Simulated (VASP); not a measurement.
# GaP (F-43m) in VASP: further runs, part 2 of 2

VASP 6.6.1. Earlier steps stand in the parts before.

## 3. Single point, PBEsol

The input, INCAR:

```
SYSTEM = GaP
  PREC = Accurate
  ENCUT = 500
  EDIFF = 1E-6
  ISMEAR = 0
  SIGMA = 0.01
  LREAL = .False.
  LASPH = .True.
  NELM = 120
  ALGO = Normal
  ISIF = 2
  LWAVE = .False.
  LCHARG = .False.
  GGA = PS
  NBANDS = 16
  GGA_COMPAT = .False.
```

The input, KPOINTS:

```
Automatic mesh
0
Gamma
  6 6 6
  0 0 0
```

The input, POSCAR:

```
GaP
1.0
    0.0000000000      2.7254102088      2.7254102088
    2.7254102088      0.0000000000      2.7254102088
    2.7254102088      2.7254102088      0.0000000000
Ga P
1 1
Direct
    0.0000000000      0.0000000000      0.0000000000
    0.2500000000      0.2500000000      0.2500000000
```

Potentials or basis: VASP PAW PBE potentials, release 64 (Ga_d, P).

Command:

```sh
cat potpaw_PBE.64/Ga_d/POTCAR potpaw_PBE.64/P/POTCAR > POTCAR
mpirun -np 1 vasp_std > vasp.out
```

OUTCAR:

```text
SYSTEM = GaP
   PREC = Accurate
   ENCUT = 500
   EDIFF = 1E-6
   ISMEAR = 0
   LREAL = .False.
   LASPH = .True.
   NELM = 120
   ISIF = 2
   GGA = PS

 ion  position               nearest neighbor table
   1  0.000  0.000  0.000-   2 2.36   2 2.36   2 2.36   2 2.36
   2  0.250  0.250  0.250-   1 2.36   1 2.36   1 2.36   1 2.36

  LATTYP: Found a face centered cubic cell.
 ALAT       =     5.4508204176

  Lattice vectors:

 A1 = (   0.0000000000,   2.7254102088,   2.7254102088)
 A2 = (   2.7254102088,   0.0000000000,   2.7254102088)
 A3 = (   2.7254102088,   2.7254102088,   0.0000000000)

Analysis of symmetry for initial positions (statically):
[... 5 lines left out ...]
 face centered cubic supercell.

 Subroutine GETGRP returns: Found 24 space group operations
 (whereof 24 operations were pure point group operations)
 out of a pool of 48 trial point group operations.

The static configuration has the point symmetry T_d .

Analysis of symmetry for dynamics (positions and initial velocities):
[... 5 lines left out ...]
 face centered cubic supercell.

 Subroutine GETGRP returns: Found 24 space group operations
 (whereof 24 operations were pure point group operations)
[... 138 lines left out ...]

  energy without entropy =       -9.90560405  energy(sigma->0) =       -9.90560405

 E-fermi :   4.7035     XC(G=0): -10.0179

 val. band max:        4.5737059031   @ k =   0.0000   0.0000   0.0000
 cond. band min:       6.0859676529   @ k =   0.5000   0.5000   0.0000
 fundamental gap:      1.5122617498
 Fermi energy:         4.7034696948

 k-point     1 :       0.0000    0.0000    0.0000
  band No.  band energies     occupation
      1      -9.9744      2.00000
      2      -9.9744      2.00000
      3      -9.9744      2.00000
      4      -9.8740      2.00000
      5      -9.8740      2.00000
      6      -7.9505      2.00000
[... 281 lines left out ...]
      3      -9.9139      2.00000
      4      -9.8950      2.00000
      5      -9.8607      2.00000
      6      -4.8763      2.00000
[... 8 lines left out ...]
     15      16.4597      0.00000
     16      18.1539      0.00000

------------------------ aborting loop because EDIFF is reached ----------------------------------------

  FORCE on cell =-STRESS in cart. coord.  units (eV):
  Direction    XX          YY          ZZ          XY          YZ          ZX
  --------------------------------------------------------------------------------------
  -------------------------------------------------------------------------------------
  Total       -0.1612066     -0.1612066     -0.1612066      0.0000000      0.0000000     -0.0000000
  in kB       -6.3792242     -6.3792242     -6.3792242      0.0000000      0.0000000     -0.0000000
  external PRESSURE =      -6.3792242 kB  Pullay stress =       0.0000000 kB

 VOLUME and BASIS-vectors are now :
 -----------------------------------------------------------------------------
  energy-cutoff  :      500.00
  volume of cell :       40.49
      direct lattice vectors                 reciprocal lattice vectors
     0.000000000  2.725410209  2.725410209    -0.183458622  0.183458622  0.183458622
     2.725410209  0.000000000  2.725410209     0.183458622 -0.183458622  0.183458622
     2.725410209  2.725410209  0.000000000     0.183458622  0.183458622 -0.183458622

 POSITION                                       TOTAL-FORCE (eV/Angst)
 -----------------------------------------------------------------------------------
      0.00000      0.00000      0.00000         0.000000      0.000000     -0.000000
      1.36271      1.36271      1.36271        -0.000000      0.000000      0.000000
 -----------------------------------------------------------------------------------
    total drift:                                0.000001      0.000001      0.000001

  FREE ENERGIE OF THE ION-ELECTRON SYSTEM (eV)
  ---------------------------------------------------
  free  energy   TOTEN  =        -9.9056040495 eV

  energy  without entropy=       -9.9056040495  energy(sigma->0) =       -9.90560405
```

stdout:

```text
POSCAR found type information on POSCAR GaP
 POSCAR found :  2 types and       2 ions
 scaLAPACK will be used
 -----------------------------------------------------------------------------
|                                                                             |
|                                                                             |
|     You enforced a specific xc type in the INCAR file but a different       |
|     I HOPE YOU KNOW WHAT YOU ARE DOING!                                     |
|                                                                             |
 -----------------------------------------------------------------------------

 LDA part: xc-table for (Slater+PW92), standard interpolation
 POSCAR, INCAR and KPOINTS ok, starting setup
 FFT: planning ... GRIDC
 FFT: planning ... GRID_SOFT
 FFT: planning ... GRID
 WAVECAR not read
 entering main loop
```

Run time: 6.4 s. Hardware: 1 thread of AMD EPYC 9R45 (Zen 5), shared host; peak memory 0.12 GiB.

Results:

```
Free energy            : -9.9056 eV
Pressure               : -0.6 GPa
Band gap on the k mesh : 1.51 eV, indirect (least direct gap 1.75 eV)
```

Levels at points of the mesh, in eV from the valence-band top:
| k point | band 5 | band 6 | band 7 | band 8 | band 9 | band 10 | band 11 | band 12 | band 13 | band 14 |
| --- | --- | --- | --- | --- | --- | --- | --- | --- | --- | --- |
| (0.00, 0.00, 0.00) | -14.45 | -12.52 | 0.00 | 0.00 | 0.00 | 1.75 | 3.82 | 3.82 | 3.82 | 8.56 |
| (0.50, 0.00, 0.00) | -14.44 | -10.43 | -6.70 | -1.13 | -1.13 | 1.58 | 4.65 | 4.65 | 8.08 | 10.74 |
| (0.50, 0.50, 0.00) | -14.43 | -9.52 | -6.81 | -2.71 | -2.71 | 1.51 | 1.71 | 10.54 | 10.54 | 11.08 |

Caveat: the PAW data sets were made with another functional, which shifts forces and pressure a little.

## 4. Single point, PBEsol

The input, INCAR:

```
PREC = Accurate
ENCUT = 500
EDIFF = 1E-6
ISMEAR = 0
SIGMA = 0.05
LREAL = F
LASPH = T
NELM = 120
ALGO = Normal
ISIF = 2
LWAVE = F
LCHARG = T
GGA = PS
LELF = T
LVHAR = T
NBANDS = 16
GGA_COMPAT = F
```

The input, KPOINTS:

```
regular mesh
0
Gamma
  6 6 6
```

POSCAR is that of step 3.

Potentials or basis: VASP PAW PBE potentials, release 64 (Ga_d, P).

Command:

```sh
cat potpaw_PBE.64/Ga_d/POTCAR potpaw_PBE.64/P/POTCAR > POTCAR
mpirun -np 1 vasp_std > vasp.out
```

OUTCAR:

```text
PREC = Accurate
   ENCUT = 500
   EDIFF = 1E-6
   ISMEAR = 0
   LREAL = F
   LASPH = T
   NELM = 120
   ISIF = 2
   GGA = PS

 ion  position               nearest neighbor table
   1  0.000  0.000  0.000-   2 2.36   2 2.36   2 2.36   2 2.36
   2  0.250  0.250  0.250-   1 2.36   1 2.36   1 2.36   1 2.36

  LATTYP: Found a face centered cubic cell.
 ALAT       =     5.4508204176

  Lattice vectors:

 A1 = (   0.0000000000,   2.7254102088,   2.7254102088)
 A2 = (   2.7254102088,   0.0000000000,   2.7254102088)
 A3 = (   2.7254102088,   2.7254102088,   0.0000000000)

Analysis of symmetry for initial positions (statically):
[... 5 lines left out ...]
 face centered cubic supercell.

 Subroutine GETGRP returns: Found 24 space group operations
 (whereof 24 operations were pure point group operations)
 out of a pool of 48 trial point group operations.

The static configuration has the point symmetry T_d .

Analysis of symmetry for dynamics (positions and initial velocities):
[... 5 lines left out ...]
 face centered cubic supercell.

 Subroutine GETGRP returns: Found 24 space group operations
 (whereof 24 operations were pure point group operations)
 out of a pool of 48 trial point group operations.

The dynamic configuration has the point symmetry T_d .
[... 135 lines left out ...]

  energy without entropy =       -9.90560405  energy(sigma->0) =       -9.90560405

 E-fermi :   4.8119     XC(G=0): -10.0179

 val. band max:        4.5737059032   @ k =   0.0000   0.0000   0.0000
 cond. band min:       6.0859676529   @ k =   0.5000   0.5000   0.0000
 fundamental gap:      1.5122617497
 Fermi energy:         4.8118733164

 k-point     1 :       0.0000    0.0000    0.0000
  band No.  band energies     occupation
      1      -9.9744      2.00000
      2      -9.9744      2.00000
      3      -9.9744      2.00000
      4      -9.8740      2.00000
      5      -9.8740      2.00000
      6      -7.9505      2.00000
[... 281 lines left out ...]
      3      -9.9139      2.00000
      4      -9.8950      2.00000
      5      -9.8607      2.00000
      6      -4.8763      2.00000
[... 8 lines left out ...]
     15      16.4597      0.00000
     16      18.1539      0.00000

------------------------ aborting loop because EDIFF is reached ----------------------------------------

  FORCE on cell =-STRESS in cart. coord.  units (eV):
  Direction    XX          YY          ZZ          XY          YZ          ZX
  --------------------------------------------------------------------------------------
  -------------------------------------------------------------------------------------
  Total       -0.1612066     -0.1612066     -0.1612066      0.0000000      0.0000000     -0.0000000
  in kB       -6.3792242     -6.3792242     -6.3792242      0.0000000      0.0000000     -0.0000000
  external PRESSURE =      -6.3792242 kB  Pullay stress =       0.0000000 kB

 VOLUME and BASIS-vectors are now :
 -----------------------------------------------------------------------------
  energy-cutoff  :      500.00
  volume of cell :       40.49
      direct lattice vectors                 reciprocal lattice vectors
     0.000000000  2.725410209  2.725410209    -0.183458622  0.183458622  0.183458622
     2.725410209  0.000000000  2.725410209     0.183458622 -0.183458622  0.183458622
     2.725410209  2.725410209  0.000000000     0.183458622  0.183458622 -0.183458622

 POSITION                                       TOTAL-FORCE (eV/Angst)
 -----------------------------------------------------------------------------------
      0.00000      0.00000      0.00000         0.000000     -0.000000      0.000000
      1.36271      1.36271      1.36271        -0.000000      0.000000     -0.000000
 -----------------------------------------------------------------------------------
    total drift:                                0.000001      0.000001      0.000001

  FREE ENERGIE OF THE ION-ELECTRON SYSTEM (eV)
  ---------------------------------------------------
  free  energy   TOTEN  =        -9.9056040495 eV

  energy  without entropy=       -9.9056040495  energy(sigma->0) =       -9.90560405
```

It took 6.7 s on 1 thread of AMD EPYC 9R45 (Zen 5), shared host; peak memory 0.12 GiB.

Results:

```yaml
Free_energy: -9.9056 eV
Pressure: -0.6 GPa
Band_gap_on_the_k_mesh: 1.51 eV, indirect (least direct gap 1.75 eV)
```

Caveat: the PAW data sets were made with another functional, which shifts forces and pressure a little.

## 5. Single point, LDA

The input, INCAR:

```
SYSTEM = GaP
  ALGO = Normal
  EDIFF = 1E-6
  ENCUT = 500
  GGA_COMPAT = .FALSE.
  ISIF = 2
  ISMEAR = 0
  LASPH = .TRUE.
  LCHARG = .TRUE.
  LELF = .TRUE.
  LREAL = .FALSE.
  LVHAR = .TRUE.
  LWAVE = .FALSE.
  NBANDS = 16
  NELM = 120
  PREC = Accurate
  SIGMA = 0.01
```

The input, KPOINTS:

```
k-points
0
G
  6 6 6
  0 0 0
```

POSCAR is that of step 4.

Potentials or basis: VASP PAW LDA potentials, release 64 (Ga_d, P).

Command:

```sh
cat potpaw_LDA.64/Ga_d/POTCAR potpaw_LDA.64/P/POTCAR > POTCAR
mpirun -np 1 vasp_std > vasp.out
```

OUTCAR:

```text
SYSTEM = GaP
   EDIFF = 1E-6
   ENCUT = 500
   ISIF = 2
   ISMEAR = 0
   LASPH = .TRUE.
   LREAL = .FALSE.
   NELM = 120
   PREC = Accurate

 ion  position               nearest neighbor table
   1  0.000  0.000  0.000-   2 2.36   2 2.36   2 2.36   2 2.36
   2  0.250  0.250  0.250-   1 2.36   1 2.36   1 2.36   1 2.36

  LATTYP: Found a face centered cubic cell.
 ALAT       =     5.4508204176

  Lattice vectors:

 A1 = (   0.0000000000,   2.7254102088,   2.7254102088)
[... 479 lines left out ...]
------------------------ aborting loop because EDIFF is reached ----------------------------------------

  FORCE on cell =-STRESS in cart. coord.  units (eV):
  Direction    XX          YY          ZZ          XY          YZ          ZX
  --------------------------------------------------------------------------------------
  -------------------------------------------------------------------------------------
  Total       -0.6762109     -0.6762109     -0.6762109      0.0000000     -0.0000000      0.0000000
  in kB      -26.7588295    -26.7588295    -26.7588295      0.0000000     -0.0000000      0.0000000
  external PRESSURE =     -26.7588295 kB  Pullay stress =       0.0000000 kB

 VOLUME and BASIS-vectors are now :
 -----------------------------------------------------------------------------
  energy-cutoff  :      500.00
  volume of cell :       40.49
      direct lattice vectors                 reciprocal lattice vectors
     0.000000000  2.725410209  2.725410209    -0.183458622  0.183458622  0.183458622
     2.725410209  0.000000000  2.725410209     0.183458622 -0.183458622  0.183458622
     2.725410209  2.725410209  0.000000000     0.183458622  0.183458622 -0.183458622

 POSITION                                       TOTAL-FORCE (eV/Angst)
 -----------------------------------------------------------------------------------
      0.00000      0.00000      0.00000         0.000000     -0.000000      0.000000
      1.36271      1.36271      1.36271        -0.000000      0.000000     -0.000000
 -----------------------------------------------------------------------------------
    total drift:                                0.000001      0.000001      0.000000

  FREE ENERGIE OF THE ION-ELECTRON SYSTEM (eV)
  ---------------------------------------------------
  free  energy   TOTEN  =       -10.4246930093 eV

  energy  without entropy=      -10.4246930093  energy(sigma->0) =      -10.42469301
```

It took 5.8 s on 1 thread of AMD EPYC 9R45 (Zen 5), shared host; peak memory 0.11 GiB.

Results:

```
Free energy            : -10.4247 eV
Pressure               : -2.7 GPa
Band gap on the k mesh : 1.49 eV, indirect (least direct gap 1.63 eV)
```

Levels at points of the mesh, in eV from the valence-band top:
```csv
k point,band 7,band 8,band 9,band 10,band 11,band 12
"(0.00, 0.00, 0.00)",0.00,0.00,0.00,1.63,3.79,3.79
"(0.50, 0.00, 0.00)",-6.71,-1.13,-1.13,1.51,4.63,4.63
"(0.50, 0.50, 0.00)",-6.84,-2.71,-2.71,1.49,1.68,10.45
```

## 6. Overview

| level | potentials or basis | smearing | gap on the mesh (eV) | pressure (GPa) |
| --- | --- | --- | --- | --- |
| PBEsol+D4 | VASP PAW PBE potentials, release 64 (Ga_d, P) | gaussian 0.01 eV | 1.51 | -2.4 |
| PBEsol | VASP PAW PBE potentials, release 64 (Ga_d, P) | gaussian 0.01 eV | 1.51 | -0.6 |
| PBEsol | VASP PAW PBE potentials, release 64 (Ga_d, P) | gaussian 0.05 eV | 1.51 | -0.6 |
| LDA | VASP PAW LDA potentials, release 64 (Ga_d, P) | gaussian 0.01 eV | 1.49 | -2.7 |

Alike in all rows: task single point; no spin polarisation; cell as given; k mesh 6 × 6 × 6; cutoff (eV) 500.

Caveats: the PAW data sets were made with another functional, which shifts forces and pressure a little (some runs).

Total energies depend on the potentials used, so only differences within one code and one set of settings carry meaning.

## 7. How close it comes

Step 2. Measured gap of GaP: 2.34 eV (indirect; 10 K; quoted in “Stacking defects in GaP nanowires: Electronic structure and optical properties”, 2018, arxiv:1810.01194). This calculation gives 1.51 eV (-0.83 eV). Spin-orbit coupling on Ga is left out. The value is that of PBEsol+D4 on a finite k mesh, which can miss the band edges, without temperature or zero-point motion. Semilocal functionals fall short of measured gaps as a rule.

Step 3. Against the measured gap of GaP, 2.34 eV (indirect; 10 K; quoted in “Stacking defects in GaP nanowires: Electronic structure and optical properties”, 2018, arxiv:1810.01194), the calculated 1.51 eV is off by -0.83 eV. Spin-orbit coupling on Ga is left out. The value is that of PBEsol on a finite k mesh, which can miss the band edges, without temperature or zero-point motion. Semilocal functionals fall short of measured gaps as a rule.

Step 4. Measured gap of GaP: 2.34 eV (indirect; 10 K; quoted in “Stacking defects in GaP nanowires: Electronic structure and optical properties”, 2018, arxiv:1810.01194). This calculation gives 1.51 eV (-0.83 eV). Spin-orbit coupling on Ga is left out. The value is that of PBEsol on a finite k mesh, which can miss the band edges, without temperature or zero-point motion. Semilocal functionals fall short of measured gaps as a rule.

Step 5. A measured gap of GaP is 2.34 eV (indirect; 10 K; quoted in “Stacking defects in GaP nanowires: Electronic structure and optical properties”, 2018, arxiv:1810.01194); the calculated 1.49 eV misses it by -0.85 eV. Spin-orbit coupling on Ga is left out. The value is that of LDA on a finite k mesh, which can miss the band edges, without temperature or zero-point motion. Semilocal functionals fall short of measured gaps as a rule.
